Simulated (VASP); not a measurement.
Runs of VASP 6.6.1 on SnO. The structure is that of space group Pmn2_1 (No. 31), or close to it. The cells are those of the table. 

| cell | gap on the mesh (eV) | pressure (GPa) | largest force (eV/Å) |
| --- | --- | --- | --- |
| a = 3.355, b = 5.674, c = 4.222 Å, 4 atoms | 1.95 | -2.6 | (c) |
| a = 3.355, b = 5.674, c = 4.166 Å, 4 atoms | 1.92 | -1.8 | 0.36 |
| a = 3.355, b = 5.674, c = 4.194 Å, 4 atoms | 1.93 | -2.2 | 0.43 |
| a = 3.355, b = 5.674, c = 4.250 Å, 4 atoms | (a) | -3.0 | 0.59 |
| a = 3.355, b = 5.674, c = 4.138 Å, 4 atoms | 1.89 | -1.4 | (b) |

Alike in all rows: task single point; level r2SCAN; potentials or basis VASP PAW PBE potentials, release 64 (Sn_d, O); no spin polarisation; k mesh 6 × 4 × 5; cutoff (eV) 520; smearing fermi-dirac 0.05 eV.

Q: Estimate the missing entries.

A: (a) 1.96; (b) 0.28; (c) 0.51.

Caveats: the PAW data sets were made with another functional, which shifts forces and pressure a little; spin-orbit coupling is left out, which moves the levels of the heavy elements.

A k mesh can miss the band edges, and the runs leave out spin-orbit coupling on Sn.
